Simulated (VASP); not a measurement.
# Sc (P6_3/mmc) in VASP: further runs

Runs on Sc. Level: LDA. Tasks: electric field gradients.

All numbers are computed with VASP 6.6.1; they aren't measurements. Logs are shortened: lines on timing, memory, paths and dates and some standing lists are left out, and cuts for length are marked.

## 1. The cell of the first run

The structure is hexagonal, space group P6_3/mmc (No. 194). Conventional cell: a = 3.298 Å, b = 3.298 Å, c = 5.250 Å, α = 90.00°, β = 90.00°, γ = 120.00°. Within 4.3 Å of Sc (site symmetry -6m2) lie 12 Sc at 3.24 to 3.30 Å.

## 2. Electric field gradients, LDA (volume scaled by 0.99)

INCAR reads:

```
  PREC = Accurate
  ENCUT = 520
  EDIFF = 1E-8
  ISMEAR = -1
  SIGMA = 0.03
  LREAL = False
  LASPH = True
  NELM = 80
  ALGO = Normal
  ISIF = 2
  LWAVE = False
  LCHARG = False
  LEFG = True
  NBANDS = 18
```

KPOINTS reads:

```
Automatic mesh
0
Gamma
  13 13 7
```

POSCAR reads:

```
Sc
1.0
    3.2977316009      0.0000000000      0.0000000000
   -1.6488658004      2.8559193412      0.0000000000
    0.0000000000      0.0000000000      5.2503811393
Sc
2
Direct
    0.3333333333      0.6666666667      0.2500000000
    0.6666666667      0.3333333333      0.7500000000
```

Potentials or basis: VASP PAW LDA potentials, release 64 (Sc_sv).

On the command line:

```sh
> cat potpaw_LDA.64/Sc_sv/POTCAR > POTCAR
> mpirun -np 1 vasp_std > vasp.out
```

OUTCAR:

```text
PREC = Accurate
   ENCUT = 520
   EDIFF = 1E-8
   ISMEAR = -1
   LREAL = False
   LASPH = True
   NELM = 80
   ISIF = 2

 ion  position               nearest neighbor table
   1  0.333  0.667  0.250-   2 3.24   2 3.24   2 3.24   2 3.24   2 3.24   2 3.24
   2  0.667  0.333  0.750-   1 3.24   1 3.24   1 3.24   1 3.24   1 3.24   1 3.24

  LATTYP: Found a hexagonal cell.
 ALAT       =     3.2977316009
 C/A-ratio  =     1.5921190002

  Lattice vectors:

 A1 = (   3.2977316009,   0.0000000000,   0.0000000000)
 A2 = (  -1.6488658004,   2.8559193412,   0.0000000000)
 A3 = (   0.0000000000,   0.0000000000,   5.2503811393)

Analysis of symmetry for initial positions (statically):
=====================================================================
 Subroutine PRICEL returns:
 Original cell was already a primitive cell.

 Routine SETGRP: Setting up the symmetry group for a
 hexagonal supercell.

 Subroutine GETGRP returns: Found 24 space group operations
 (whereof 12 operations were pure point group operations)
 out of a pool of 24 trial point group operations.

The static configuration has the point symmetry D_3d.
 The point group associated with its full space group is D_6h.

Analysis of symmetry for dynamics (positions and initial velocities):
=====================================================================
 Subroutine PRICEL returns:
 Original cell was already a primitive cell.

 Routine SETGRP: Setting up the symmetry group for a
 hexagonal supercell.

 Subroutine GETGRP returns: Found 24 space group operations
 (whereof 12 operations were pure point group operations)
 out of a pool of 24 trial point group operations.

The dynamic configuration has the point symmetry D_3d.
 The point group associated with its full space group is D_6h.

 Subroutine INISYM returns: Found 24 space group operations
 (whereof 12 operations are pure point group operations),
 and found     1 'primitive' translations

----------------------------------------------------------------------------------------

                                     Primitive cell

  volume of cell :      49.4484

  direct lattice vectors                    reciprocal lattice vectors
     3.297731601  0.000000000  0.000000000     0.303238747  0.175074972  0.000000000
    -1.648865800  2.855919341  0.000000000     0.000000000  0.350149945  0.000000000
     0.000000000  0.000000000  5.250381139     0.000000000  0.000000000  0.190462363

  length of vectors
     3.297731601  3.297731601  5.250381139     0.350149945  0.350149945  0.190462363

  position of ions in fractional coordinates (direct lattice)
     0.333333333  0.666666667  0.250000000
     0.666666667  0.333333333  0.750000000

  ion indices of the primitive-cell ions
   primitive index   ion index
                 1           1
                 2           2

----------------------------------------------------------------------------------------

 KPOINTS: Automatic mesh

Automatic generation of k-mesh.
 Grid dimensions read from file:
 generate k-points for:   13   13    7

 Generating k-lattice:

  Cartesian coordinates                     Fractional coordinates (reciprocal lattice)
     0.023326057  0.013467306  0.000000000     0.076923077  0.000000000  0.000000000
     0.000000000  0.026934611  0.000000000     0.000000000  0.076923077  0.000000000
     0.000000000  0.000000000  0.027208909     0.000000000  0.000000000  0.142857143

  Length of vectors
     0.026934611  0.026934611  0.027208909

  Shift w.r.t. Gamma in fractional coordinates (k-lattice)
     0.000000000  0.000000000  0.000000000

 Subroutine IBZKPT returns following result:
 ===========================================

 Found     84 irreducible k-points:

 Following reciprocal coordinates:
            Coordinates               Weight
  0.000000  0.000000  0.000000      1.000000
  0.076923  0.000000  0.000000      6.000000
  0.153846 -0.000000  0.000000      6.000000
  0.230769 -0.000000  0.000000      6.000000
  0.307692 -0.000000  0.000000      6.000000
  0.384615 -0.000000  0.000000      6.000000
[... 16 lines left out ...]
  0.076923  0.000000  0.142857     12.000000
  0.153846 -0.000000  0.142857     12.000000
 [... further k-points ...]
   k-points           NKPTS =     84   k-points in BZ     NKDIM =     84   number of bands    NBANDS=     18
   number of dos      NEDOS =    301   number of ions     NIONS =      2
   total plane-waves  NPLWV =  31360
   dimension x,y,z NGX =    28 NGY =   28 NGZ =   40
   dimension x,y,z NGXF=    56 NGYF=   56 NGZF=   80
   ions per type =               2
   NGX,Y,Z   is equivalent  to a cutoff of  14.12, 14.12, 12.67 a.u.
   NGXF,Y,Z  is equivalent  to a cutoff of  28.23, 28.23, 25.33 a.u.
 SYSTEM =  unknown system
   PREC   = accura    normal or accurate (medium, high low for compatibility)
   ISTART =      0    job   : 0-new  1-cont  2-samecut
   ICHARG =      2    charge: 1-file 2-atom 10-const
   ISPIN  =      1    spin polarized calculation?
   LNONCOLLINEAR =      F non collinear calculations
   LSORBIT =      F    spin-orbit coupling
   LASPH  =      T    aspherical Exc in radial PAW
   ENCUT  =  520.0 eV  38.22 Ry    6.18 a.u.   6.13  6.13  9.76*2*pi/ulx,y,z
   NELM   =     80;   NELMIN=  2; NELMDL= -5     # of ELM steps
   EDIFF  = 0.1E-07   stopping-criterion for ELM
   LREAL  =      F    real-space projection
   EDIFFG = 0.1E-06   stopping-criterion for IOM
   NSW    =      0    number of steps for IOM
   IBRION =     -1    ionic relax: 0-MD 1-quasi-New 2-CG
   NFREE  =      0    steps in history (QN), initial steepest desc. (CG)
   ISIF   =      2    stress and relaxation
   ISYM   =      2    0-nonsym 1-usesym 2-fastsym
   POTIM  = 0.5000    time-step for ionic-motion
   TEBEG  =    0.0;   TEEND  =   0.0 temperature during run
   PSTRESS=    0.0 pullay stress
   NELECT =      22.0000    total number of electrons
   NUPDOWN=      -1.0000    fix difference up-down
   EMIN   =  10.00;   EMAX   =-10.00  energy-range for DOS
   EFERMI =   0.00;   METHOD = LEGACY
   ISMEAR =    -1;   SIGMA  =   0.03  broadening in eV -4-tet -1-fermi 0-gaus
   EFERMI_NEDOS =   21; number of points for ismear=-14 and -15
   IALGO  =     38    algorithm
   IMIX   =      4    mixing-type and parameters
     AMIX     =   0.40;   BMIX     =  1.00
     AMIX_MAG =   1.60;   BMIX_MAG =  1.00
  volume/ion in A,a.u.               =      24.72       166.85
  Fermi-wavevector in a.u.,A,eV,Ry     =   1.249775  2.361732 21.251437  1.561937
  Thomas-Fermi vector in A             =   2.383800
   LORBIT       =      0    0 simple, 1 ext, 2 COOP (PROOUT), +10 PAW based schemes
   GGA     = CA    functional components
   LHFCALC =     F    Hartree Fock is set to
   AEXX    =    0.0000 exact exchange contribution
   IVDW    =     0    specifies the selected vdW correction
   LEPSILON=     F    determine dielectric tensor
   LRPA    =     F    only Hartree local field effects (RPA)
 non-spin polarized calculation
  energy-cutoff  :      520.00
  volume of cell :       49.45
 maximum number of plane-waves:      1349
 NGX is ok and might be reduce to    28
   NGX = 13   NGY = 13   NGZ = 19

 number of electron      21.9999998 magnetization

 Free energy of the ion-electron system (eV)
  ---------------------------------------------------
  ext. energy  EPLUGINS =         0.00000000
  ---------------------------------------------------
  free energy    TOTEN  =       -13.37855749 eV

  energy without entropy =      -13.36452315  energy(sigma->0) =      -13.37154032

 E-fermi :   3.4502     XC(G=0): -10.1311

 val. band max:        3.4447011653   @ k =   0.3846  -0.0000   0.4286
 cond. band min:       3.4527185643   @ k =   0.3846   0.0769   0.2857
 fundamental gap:      0.0080173990
 Fermi energy:         3.4501617044

 k-point     1 :       0.0000    0.0000    0.0000
  band No.  band energies     occupation
      1     -45.3828      2.00000
      2     -45.3142      2.00000
      3     -24.5445      2.00000
      4     -24.2008      2.00000
      5     -24.2008      2.00000
      6     -24.1398      2.00000
[... 10 lines left out ...]
     17       5.7637      0.00000
     18       5.7637      0.00000
[... 463 lines left out ...]
 k-point    24 :       0.1538   -0.0000    0.1429
  band No.  band energies     occupation
      1     -45.3683      2.00000
      2     -45.3128      2.00000
      3     -24.4981      2.00000
      4     -24.2571      2.00000
      5     -24.2173      2.00000
      6     -24.2155      2.00000
[... 10 lines left out ...]
     17       5.8125      0.00000
     18       5.8449      0.00000

 [... further k-points ...]

------------------------ aborting loop because EDIFF is reached ----------------------------------------

  FORCE on cell =-STRESS in cart. coord.  units (eV):
  Direction    XX          YY          ZZ          XY          YZ          ZX
  --------------------------------------------------------------------------------------
  -------------------------------------------------------------------------------------
  Total       -1.2898974     -1.2898974     -1.8626915     -0.0000000      0.0000000      0.0000000
  in kB      -41.7939751    -41.7939751    -60.3530813     -0.0000000      0.0000000      0.0000000
  external PRESSURE =     -47.9803438 kB  Pullay stress =       0.0000000 kB

 VOLUME and BASIS-vectors are now :
 -----------------------------------------------------------------------------
  energy-cutoff  :      520.00
  volume of cell :       49.45
      direct lattice vectors                 reciprocal lattice vectors
     3.297731601  0.000000000  0.000000000     0.303238747  0.175074972  0.000000000
    -1.648865800  2.855919341  0.000000000     0.000000000  0.350149945  0.000000000
     0.000000000  0.000000000  5.250381139     0.000000000  0.000000000  0.190462363

 POSITION                                       TOTAL-FORCE (eV/Angst)
 -----------------------------------------------------------------------------------
     -0.00000      1.90395      1.31260        -0.000000      0.000000      0.000000
      1.64887      0.95197      3.93779         0.000000      0.000000      0.000000
 -----------------------------------------------------------------------------------
    total drift:                                0.000000     -0.000000      0.000000

  FREE ENERGIE OF THE ION-ELECTRON SYSTEM (eV)
  ---------------------------------------------------
  free  energy   TOTEN  =       -13.3785574933 eV

  energy  without entropy=      -13.3645231465  energy(sigma->0) =      -13.37154032

 Electric field gradients (V/A^2)
---------------------------------------------------------------------
 ion       V_xx      V_yy      V_zz      V_xy      V_xz      V_yz
---------------------------------------------------------------------
   1      -4.922    -4.922     9.845     0.000    -0.000     0.000
   2      -4.922    -4.922     9.845     0.000     0.000    -0.000
---------------------------------------------------------------------

 Electric field gradients after diagonalization (V/A^2)
 (convention: |V_zz| > |V_xx| > |V_yy|)
----------------------------------------------------------------------
 ion       V_xx      V_yy      V_zz     asymmetry (V_yy - V_xx)/ V_zz
----------------------------------------------------------------------
   1      -4.923    -4.922     9.845       0.000
   2      -4.923    -4.922     9.845       0.000
----------------------------------------------------------------------

           NMR quadrupolar parameters

 Cq : quadrupolar parameter    Cq=e*Q*V_zz/h
 eta: asymmetry parameters     (V_yy - V_xx)/ V_zz
 Q  : nuclear electric quadrupole moment in mb (millibarn)
----------------------------------------------------------------------
 ion       Cq(MHz)       eta       Q (mb)
----------------------------------------------------------------------
   1       0.024       0.000       1.000
   2       0.024       0.000       1.000
----------------------------------------------------------------------
```

Wall time 55 s (1 thread of Intel Xeon Platinum 8488C (Sapphire Rapids), shared host); peak memory 0.19 GiB.

Results:

- Free energy: -13.3786 eV
- Pressure: -4.8 GPa
- Band gap on the k mesh: zero (band 11 reaches 4.16 eV, above the bottom of band 12 at 2.95 eV)

Stress tensor (GPa, compression positive):
```
-4.18  0.00  0.00
 0.00 -4.18  0.00
 0.00  0.00 -6.04
```

Electric field gradients, principal values (V/Å²):
```csv
atom,least,middle,greatest (by size)
1 Sc,-4.922,-4.923,9.845
2 Sc,-4.922,-4.923,9.845
```

Caveat: without QUAD_EFG the Cq values of the log hold for a quadrupole moment of 1 mb, not for the nuclei.

(Continued in part 2 of 2.)
